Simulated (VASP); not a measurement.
# RbCaH3 (P4/mmm) in VASP: a series of runs

RbCaH3 is run at these levels: LDA; tasks: single point.

Everything below comes from runs of VASP 6.6.1. Logs are shortened: lines on timing, memory, paths and dates and some standing lists are left out, and cuts for length are marked.

## 1. The cell of the first run

Symmetry: P4/mmm, No. 123, tetragonal system. The conventional cell has a = 4.320 Å, b = 4.320 Å, c = 4.547 Å, α = 90.00°, β = 90.00°, γ = 90.00°. Within 4.0 Å of Rb (site symmetry 4/mmm) lie 12 H at 3.05 to 3.14 Å and 8 Ca at 3.81 Å. Within 2.9 Å of Ca (site symmetry 4/mmm) lie 6 H at 2.16 to 2.27 Å. H (site symmetry mmm) has 2 Ca at 2.16 Å within 2.9 Å. Within 3.2 Å of H (site symmetry 4/mmm) lie 2 Ca at 2.27 Å and 4 Rb at 3.05 Å and 8 H at 3.14 Å.

## 2. Single point, LDA (strain -0.0500 x Voigt [1, 1, 0, 0, 0, 0])

Input file INCAR:

```
SYSTEM = RbCaH3
PREC = Accurate
ENCUT = 520
EDIFF = 1E-6
ISMEAR = 0
SIGMA = 0.05
LREAL = .False.
LASPH = .True.
NELM = 60
ALGO = Normal
ISIF = 2
LWAVE = .False.
LCHARG = .False.
NBANDS = 19
```

Input file KPOINTS:

```
regular mesh
0
Gamma
  6 6 6
  0 0 0
```

Input file POSCAR:

```
RbCaH3
1.0
    4.3196500000      0.0000000000      0.0000000000
    0.0000000000      4.3196500000      0.0000000000
    0.0000000000      0.0000000000      4.5470000000
Rb Ca H
1 1 3
Direct
    0.0000000000      0.0000000000      0.0000000000
    0.5000000000      0.5000000000      0.5000000000
    0.0000000000      0.5000000000      0.5000000000
    0.5000000000      0.0000000000      0.5000000000
    0.5000000000      0.5000000000      0.0000000000
```

Potentials or basis: VASP PAW LDA potentials, release 64 (Rb_sv, Ca_sv, H).

Run with:

```sh
$ cat potpaw_LDA.64/Rb_sv/POTCAR potpaw_LDA.64/Ca_sv/POTCAR potpaw_LDA.64/H/POTCAR > POTCAR
$ mpirun -np 1 vasp_std > vasp.out
```

OUTCAR:

```text
SYSTEM = RbCaH3
   PREC = Accurate
   ENCUT = 520
   EDIFF = 1E-6
   ISMEAR = 0
   LREAL = .False.
   LASPH = .True.
   NELM = 60
   ISIF = 2

 ion  position               nearest neighbor table
   1  0.000  0.000  0.000-   5 3.05   5 3.05   5 3.05   5 3.05   4 3.14   3 3.14   4 3.14   3 3.14
                             4 3.14   3 3.14   4 3.14   3 3.14   2 3.81   2 3.81   2 3.81   2 3.81
   2  0.500  0.500  0.500-   1 3.81   1 3.81   1 3.81   1 3.81   1 3.81   1 3.81   1 3.81   1 3.81

   3  0.000  0.500  0.500-   1 3.14   1 3.14   1 3.14   1 3.14
   4  0.500  0.000  0.500-   1 3.14   1 3.14   1 3.14   1 3.14
   5  0.500  0.500  0.000-   1 3.05   1 3.05   1 3.05   1 3.05

  LATTYP: Found a simple tetragonal cell.
 ALAT       =     4.3196500000
 C/A-ratio  =     1.0526315789

  Lattice vectors:

 A1 = (   4.3196500000,   0.0000000000,   0.0000000000)
 A2 = (   0.0000000000,   4.3196500000,   0.0000000000)
 A3 = (   0.0000000000,   0.0000000000,   4.5470000000)

Analysis of symmetry for initial positions (statically):
=====================================================================
 Subroutine PRICEL returns:
 Original cell was already a primitive cell.

 Routine SETGRP: Setting up the symmetry group for a
 simple tetragonal supercell.

 Subroutine GETGRP returns: Found 16 space group operations
 (whereof 16 operations were pure point group operations)
 out of a pool of 16 trial point group operations.

The static configuration has the point symmetry D_4h.

Analysis of symmetry for dynamics (positions and initial velocities):
=====================================================================
 Subroutine PRICEL returns:
 Original cell was already a primitive cell.

 Routine SETGRP: Setting up the symmetry group for a
 simple tetragonal supercell.

 Subroutine GETGRP returns: Found 16 space group operations
 (whereof 16 operations were pure point group operations)
 out of a pool of 16 trial point group operations.

The dynamic configuration has the point symmetry D_4h.

 Subroutine INISYM returns: Found 16 space group operations
 (whereof 16 operations are pure point group operations),
 and found     1 'primitive' translations

----------------------------------------------------------------------------------------

                                     Primitive cell

  volume of cell :      84.8442

  direct lattice vectors                    reciprocal lattice vectors
[... 90 lines left out ...]
   LASPH  =      T    aspherical Exc in radial PAW
   ENCUT  =  520.0 eV  38.22 Ry    6.18 a.u.   8.03  8.03  8.45*2*pi/ulx,y,z
   NELM   =     60;   NELMIN=  2; NELMDL= -5     # of ELM steps
   EDIFF  = 0.1E-05   stopping-criterion for ELM
   LREAL  =      F    real-space projection
   EDIFFG = 0.1E-04   stopping-criterion for IOM
   NSW    =      0    number of steps for IOM
   IBRION =     -1    ionic relax: 0-MD 1-quasi-New 2-CG
   NFREE  =      0    steps in history (QN), initial steepest desc. (CG)
   ISIF   =      2    stress and relaxation
   ISYM   =      2    0-nonsym 1-usesym 2-fastsym
   POTIM  = 0.5000    time-step for ionic-motion
   TEBEG  =    0.0;   TEEND  =   0.0 temperature during run
   PSTRESS=    0.0 pullay stress
   NELECT =      22.0000    total number of electrons
   NUPDOWN=      -1.0000    fix difference up-down
   EMIN   =  10.00;   EMAX   =-10.00  energy-range for DOS
   EFERMI =   0.00;   METHOD = LEGACY
   ISMEAR =     0;   SIGMA  =   0.05  broadening in eV -4-tet -1-fermi 0-gaus
   EFERMI_NEDOS =   21; number of points for ismear=-14 and -15
   IALGO  =     38    algorithm
   IMIX   =      4    mixing-type and parameters
     AMIX     =   0.40;   BMIX     =  1.00
     AMIX_MAG =   1.60;   BMIX_MAG =  1.00
  volume/ion in A,a.u.               =      16.97       114.51
  Fermi-wavevector in a.u.,A,eV,Ry     =   1.043939  1.972758 14.827741  1.089808
  Thomas-Fermi vector in A             =   2.178670
   LORBIT       =      0    0 simple, 1 ext, 2 COOP (PROOUT), +10 PAW based schemes
   GGA     = CA    functional components
   LHFCALC =     F    Hartree Fock is set to
   AEXX    =    0.0000 exact exchange contribution
   IVDW    =     0    specifies the selected vdW correction
   LEPSILON=     F    determine dielectric tensor
   LRPA    =     F    only Hartree local field effects (RPA)
 non-spin polarized calculation
 Gauss-broadening in eV      SIGMA  =   0.05
  energy-cutoff  :      520.00
  volume of cell :       84.84
 maximum number of plane-waves:      2304
   NGX = 17   NGY = 17   NGZ = 17

 number of electron      21.9999999 magnetization

 Free energy of the ion-electron system (eV)
  ---------------------------------------------------
  ext. energy  EPLUGINS =         0.00000000
  ---------------------------------------------------
  free energy    TOTEN  =       -15.85301128 eV

  energy without entropy =      -15.85301128  energy(sigma->0) =      -15.85301128

 E-fermi :  -0.7486     XC(G=0):  -8.5757

 val. band max:       -0.9531832712   @ k =   0.5000   0.5000   0.0000
 cond. band min:       1.8093636474   @ k =   0.5000   0.5000   0.0000
 fundamental gap:      2.7625469186
 Fermi energy:        -0.7485905825

 k-point     1 :       0.0000    0.0000    0.0000
  band No.  band energies     occupation
      1     -38.8679      2.00000
      2     -26.1517      2.00000
      3     -20.2263      2.00000
      4     -20.1979      2.00000
      5     -20.1979      2.00000
      6     -10.3028      2.00000
[... 505 lines left out ...]
      6     -10.5312      2.00000
[... 11 lines left out ...]
     18       7.3064      0.00000
     19       7.7846      0.00000

 [... further k-points ...]
[... 5 lines left out ...]
  --------------------------------------------------------------------------------------
  -------------------------------------------------------------------------------------
  Total        0.5869271      0.5869271     -0.8225652      0.0000000     -0.0000000      0.0000000
  in kB       11.0833912     11.0833912    -15.5331243      0.0000000     -0.0000000      0.0000000
  external PRESSURE =       2.2112194 kB  Pullay stress =       0.0000000 kB

 VOLUME and BASIS-vectors are now :
 -----------------------------------------------------------------------------
  energy-cutoff  :      520.00
  volume of cell :       84.84
      direct lattice vectors                 reciprocal lattice vectors
     4.319650000  0.000000000  0.000000000     0.231500237  0.000000000  0.000000000
     0.000000000  4.319650000  0.000000000     0.000000000  0.231500237  0.000000000
     0.000000000  0.000000000  4.547000000     0.000000000  0.000000000  0.219925225

 POSITION                                       TOTAL-FORCE (eV/Angst)
 -----------------------------------------------------------------------------------
      0.00000      0.00000      0.00000         0.000000      0.000000      0.000000
      2.15983      2.15983      2.27350         0.000000      0.000000      0.000000
      0.00000      2.15983      2.27350         0.000000      0.000000      0.000000
      2.15983      0.00000      2.27350         0.000000      0.000000      0.000000
      2.15983      2.15983      0.00000         0.000000      0.000000      0.000000
 -----------------------------------------------------------------------------------
    total drift:                                0.000000      0.000000     -0.000000

  FREE ENERGIE OF THE ION-ELECTRON SYSTEM (eV)
  ---------------------------------------------------
  free  energy   TOTEN  =       -15.8530112754 eV

  energy  without entropy=      -15.8530112753  energy(sigma->0) =      -15.85301128
```

stdout:

```text
POSCAR found type information on POSCAR RbCaH
 POSCAR found :  3 types and       5 ions
 scaLAPACK will be used
 LDA part: xc-table for (Slater(with rela. corr.)+CA(PZ))
 , standard interpolation
 POSCAR, INCAR and KPOINTS ok, starting setup
 FFT: planning ... GRIDC
 FFT: planning ... GRID_SOFT
 FFT: planning ... GRID
 WAVECAR not read
 entering main loop
```

It took 47 s on 1 thread of Intel Xeon Platinum 8259CL at 2.50GHz (Skylake/Cascade Lake), shared host; peak memory 0.21 GiB.

What came out:

| Quantity | Value |
| --- | --- |
| Free energy | -15.8530 eV |
| Pressure | 0.2 GPa |
| Band gap on the k mesh | 2.76 eV |

Stress tensor (GPa, compression positive):
```
 1.11  0.00  0.00
 0.00  1.11  0.00
 0.00  0.00 -1.55
```

Caveat: the cell differs from its parent crystal (strain -0.0500 x Voigt [1, 1, 0, 0, 0, 0]). A k mesh can miss the band edges.

## 3. Single point, LDA (strain -0.0250 x Voigt [1, 1, 0, 0, 0, 0])

Input file INCAR:

```
SYSTEM = RbCaH3
  PREC = Accurate
  ENCUT = 520
  EDIFF = 1E-6
  ISMEAR = 0
  SIGMA = 0.05
  LREAL = .FALSE.
  LASPH = .TRUE.
  NELM = 80
  ALGO = Normal
  ISIF = 2
  LWAVE = .FALSE.
  LCHARG = .TRUE.
  LELF = .TRUE.
  LVHAR = .TRUE.
  NBANDS = 19
```

Input file KPOINTS:

```
Automatic mesh
0
G
  6 6 6
  0 0 0
```

Changes to POSCAR since step 2:

```diff
@@ -2,4 +2,4 @@
 1.0
-    4.3196500000      0.0000000000      0.0000000000
-    0.0000000000      4.3196500000      0.0000000000
+    4.4333250000      0.0000000000      0.0000000000
+    0.0000000000      4.4333250000      0.0000000000
     0.0000000000      0.0000000000      4.5470000000
```

Potentials or basis: VASP PAW LDA potentials, release 64 (Rb_sv, Ca_sv, H).

Run with:

```sh
$ cat potpaw_LDA.64/Rb_sv/POTCAR potpaw_LDA.64/Ca_sv/POTCAR potpaw_LDA.64/H/POTCAR > POTCAR
$ mpirun -np 1 vasp_std > vasp.out
```

OUTCAR:

```text
SYSTEM = RbCaH3
   PREC = Accurate
   ENCUT = 520
   EDIFF = 1E-6
   ISMEAR = 0
   LREAL = .FALSE.
   LASPH = .TRUE.
   NELM = 80
   ISIF = 2

 ion  position               nearest neighbor table
   1  0.000  0.000  0.000-   5 3.13   5 3.13   5 3.13   5 3.13   4 3.18   3 3.18   4 3.18   3 3.18
                             4 3.18   3 3.18   4 3.18   3 3.18   2 3.87   2 3.87   2 3.87   2 3.87
   2  0.500  0.500  0.500-   1 3.87   1 3.87   1 3.87   1 3.87   1 3.87   1 3.87   1 3.87   1 3.87

   3  0.000  0.500  0.500-   1 3.18   1 3.18   1 3.18   1 3.18
   4  0.500  0.000  0.500-   1 3.18   1 3.18   1 3.18   1 3.18
   5  0.500  0.500  0.000-   1 3.13   1 3.13   1 3.13   1 3.13

  LATTYP: Found a simple tetragonal cell.
 ALAT       =     4.4333250000
 C/A-ratio  =     1.0256410256

  Lattice vectors:

 A1 = (   4.4333250000,   0.0000000000,   0.0000000000)
 A2 = (   0.0000000000,   4.4333250000,   0.0000000000)
 A3 = (   0.0000000000,   0.0000000000,   4.5470000000)

Analysis of symmetry for initial positions (statically):
=====================================================================
 Subroutine PRICEL returns:
 Original cell was already a primitive cell.

 Routine SETGRP: Setting up the symmetry group for a
 simple tetragonal supercell.

 Subroutine GETGRP returns: Found 16 space group operations
 (whereof 16 operations were pure point group operations)
 out of a pool of 16 trial point group operations.

The static configuration has the point symmetry D_4h.

Analysis of symmetry for dynamics (positions and initial velocities):
=====================================================================
 Subroutine PRICEL returns:
 Original cell was already a primitive cell.

 Routine SETGRP: Setting up the symmetry group for a
 simple tetragonal supercell.
[... 123 lines left out ...]
   NUPDOWN=      -1.0000    fix difference up-down
   EMIN   =  10.00;   EMAX   =-10.00  energy-range for DOS
   EFERMI =   0.00;   METHOD = LEGACY
   ISMEAR =     0;   SIGMA  =   0.05  broadening in eV -4-tet -1-fermi 0-gaus
   EFERMI_NEDOS =   21; number of points for ismear=-14 and -15
   IALGO  =     38    algorithm
   IMIX   =      4    mixing-type and parameters
     AMIX     =   0.40;   BMIX     =  1.00
     AMIX_MAG =   1.60;   BMIX_MAG =  1.00
  volume/ion in A,a.u.               =      17.87       120.62
  Fermi-wavevector in a.u.,A,eV,Ry     =   1.026017  1.938890 14.322988  1.052710
  Thomas-Fermi vector in A             =   2.159887
   LORBIT       =      0    0 simple, 1 ext, 2 COOP (PROOUT), +10 PAW based schemes
   GGA     = CA    functional components
   LHFCALC =     F    Hartree Fock is set to
   AEXX    =    0.0000 exact exchange contribution
   IVDW    =     0    specifies the selected vdW correction
   LEPSILON=     F    determine dielectric tensor
   LRPA    =     F    only Hartree local field effects (RPA)
 non-spin polarized calculation
 Gauss-broadening in eV      SIGMA  =   0.05
  energy-cutoff  :      520.00
  volume of cell :       89.37
 maximum number of plane-waves:      2432
 NGX is ok and might be reduce to    36
   NGX = 17   NGY = 17   NGZ = 17

 number of electron      22.0000002 magnetization

 Free energy of the ion-electron system (eV)
  ---------------------------------------------------
  ext. energy  EPLUGINS =         0.00000000
  ---------------------------------------------------
  free energy    TOTEN  =       -15.85733520 eV

  energy without entropy =      -15.85733520  energy(sigma->0) =      -15.85733520

 E-fermi :  -0.9187     XC(G=0):  -8.3842

 val. band max:       -1.2112717596   @ k =   0.5000   0.5000   0.0000
 cond. band min:       1.6460324024   @ k =   0.5000   0.5000   0.0000
 fundamental gap:      2.8573041620
 Fermi energy:        -0.9186800894

 k-point     1 :       0.0000    0.0000    0.0000
  band No.  band energies     occupation
      1     -39.2225      2.00000
      2     -26.3900      2.00000
      3     -20.5592      2.00000
      4     -20.5451      2.00000
      5     -20.5451      2.00000
      6     -10.5273      2.00000
[... 505 lines left out ...]
      6     -10.7212      2.00000
[... 11 lines left out ...]
     18       6.9177      0.00000
     19       7.4300      0.00000

 [... further k-points ...]
[... 5 lines left out ...]
  --------------------------------------------------------------------------------------
  -------------------------------------------------------------------------------------
  Total       -0.4894392     -0.4894392     -1.1211431      0.0000000      0.0000000     -0.0000000
  in kB       -8.7745576     -8.7745576    -20.0996049      0.0000000      0.0000000     -0.0000000
  external PRESSURE =     -12.5495733 kB  Pullay stress =       0.0000000 kB

 VOLUME and BASIS-vectors are now :
 -----------------------------------------------------------------------------
  energy-cutoff  :      520.00
  volume of cell :       89.37
      direct lattice vectors                 reciprocal lattice vectors
     4.433325000  0.000000000  0.000000000     0.225564334  0.000000000  0.000000000
     0.000000000  4.433325000  0.000000000     0.000000000  0.225564334  0.000000000
     0.000000000  0.000000000  4.547000000     0.000000000  0.000000000  0.219925225

 POSITION                                       TOTAL-FORCE (eV/Angst)
 -----------------------------------------------------------------------------------
      0.00000      0.00000      0.00000         0.000000      0.000000      0.000000
      2.21666      2.21666      2.27350         0.000000      0.000000      0.000000
      0.00000      2.21666      2.27350         0.000000      0.000000      0.000000
      2.21666      0.00000      2.27350         0.000000      0.000000      0.000000
      2.21666      2.21666      0.00000         0.000000      0.000000      0.000000
 -----------------------------------------------------------------------------------
    total drift:                                0.000000      0.000000      0.000000

  FREE ENERGIE OF THE ION-ELECTRON SYSTEM (eV)
  ---------------------------------------------------
  free  energy   TOTEN  =       -15.8573351990 eV

  energy  without entropy=      -15.8573351990  energy(sigma->0) =      -15.85733520
```

OSZICAR:

```text
N       E                     dE             d eps       ncg     rms          rms(c)
DAV:   1     0.144403838105E+03    0.14440E+03   -0.10492E+04  1520   0.105E+03
DAV:   2    -0.799525879688E+01   -0.15240E+03   -0.14909E+03  1766   0.261E+02
DAV:   3    -0.172467752737E+02   -0.92515E+01   -0.92159E+01  2815   0.545E+01
DAV:   4    -0.174678243219E+02   -0.22105E+00   -0.22091E+00  2015   0.719E+00
DAV:   5    -0.174747527995E+02   -0.69285E-02   -0.69279E-02  2308   0.892E-01    0.679E+00
DAV:   6    -0.162512740395E+02    0.12235E+01   -0.10662E+00  1691   0.380E+00    0.366E+00
DAV:   7    -0.158564648202E+02    0.39481E+00   -0.13499E+00  1893   0.404E+00    0.127E+00
DAV:   8    -0.158614371815E+02   -0.49724E-02   -0.11769E-01  1891   0.166E+00    0.315E-01
DAV:   9    -0.158574199437E+02    0.40172E-02   -0.10015E-02  1818   0.450E-01    0.686E-02
DAV:  10    -0.158573352387E+02    0.84705E-04   -0.17767E-03  2097   0.218E-01    0.391E-02
DAV:  11    -0.158573417065E+02   -0.64678E-05   -0.14459E-04  1864   0.558E-02    0.224E-02
DAV:  12    -0.158573361958E+02    0.55107E-05   -0.44597E-05  2465   0.426E-02    0.144E-02
DAV:  13    -0.158573351990E+02    0.99678E-06   -0.40076E-06  2005   0.145E-02
   1 F= -.15857335E+02 E0= -.15857335E+02  d E =-.354163E-18
```

stdout:

```text
POSCAR found type information on POSCAR RbCaH
 POSCAR found :  3 types and       5 ions
 scaLAPACK will be used
 LDA part: xc-table for (Slater(with rela. corr.)+CA(PZ))
 , standard interpolation
 POSCAR, INCAR and KPOINTS ok, starting setup
 FFT: planning ... GRIDC
 FFT: planning ... GRID_SOFT
 FFT: planning ... GRID
 WAVECAR not read
 entering main loop
```

It took 59 s on 1 thread of Intel Xeon Platinum 8259CL at 2.50GHz (Skylake/Cascade Lake), shared host; peak memory 0.21 GiB.

Results:

```yaml
Free_energy: -15.8573 eV
Pressure: -1.3 GPa
Band_gap_on_the_k_mesh: 2.86 eV
```

Stress tensor (GPa, compression positive):
```
-0.88  0.00  0.00
 0.00 -0.88  0.00
 0.00  0.00 -2.01
```

Caveat: the cell differs from its parent crystal (strain -0.0250 x Voigt [1, 1, 0, 0, 0, 0]). A k mesh can miss the band edges.

(Continued in part 2 of 2.)
